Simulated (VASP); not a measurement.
# AlAu2: single point with LDA

The system is AlAu2.

```
CELL_PARAMETERS angstrom
-1.62395 1.62395 4.48130
1.62395 -1.62395 4.48130
1.62395 1.62395 -4.48130
ATOMIC_POSITIONS crystal
Al 0.00000 0.00000 0.00000
Au 0.64549 0.64549 0.00000
Au 0.35451 0.35451 0.00000
```

This cell differs from its parent crystal: atoms shifted along a free coordinate, c/a of the conventional cell at fixed volume 2.7595.

```
Program             : VASP 6.6.1
Task                : single point
Functional          : LDA
Potentials or basis : VASP PAW LDA potentials, release 64 (Al, Au)
Cutoff              : 520 eV
k mesh              : 16 × 16 × 16
Occupations         : gaussian, width 0.15 eV
Spin                : no spin polarisation
```

```yaml
Pressure: 2.4 GPa
Largest_force: 1.671 eV/Å
Band_gap_on_the_k_mesh: zero (an odd number of electrons rules out a gap without spin polarisation)
```

Forces on the atoms (eV/Å):
```
Al   0.000  0.000  0.000
Au   0.000  0.000  1.671
Au   0.000  0.000 -1.671
```

Stress tensor (GPa, compression positive):
```
1.04 0.00 0.00
0.00 1.04 0.00
0.00 0.00 5.19
```

Levels at points of the mesh, in eV from the Fermi level:
```tsv
k point	band 8	band 9	band 10	band 11	band 12	band 13	band 14	band 15	band 16	band 17
(0.00, 0.00, 0.00)	-5.13	-4.93	-4.93	-4.01	-2.11	0.83	5.67	5.67	7.12	7.12
(0.50, 0.00, 0.00)	-4.72	-4.66	-3.79	-3.32	-3.28	-2.29	1.44	6.73	7.88	7.96
(0.50, 0.50, 0.00)	-3.83	-3.67	-3.34	-2.98	-1.35	0.87	1.40	1.55	2.22	5.07
(0.50, 0.50, 0.50)	-4.87	-4.32	-3.58	-3.58	-3.21	3.02	3.02	6.19	7.18	7.78
```

Run time: 15 min on 1 thread of Intel Xeon 8259CL, with other jobs on the host, peak memory 0.43 GiB.

Caveat: spin-orbit coupling is left out, which moves the levels of the heavy elements; forces of over 1 eV/Å act on the atoms, so gaps and moduli don't describe the material at rest.
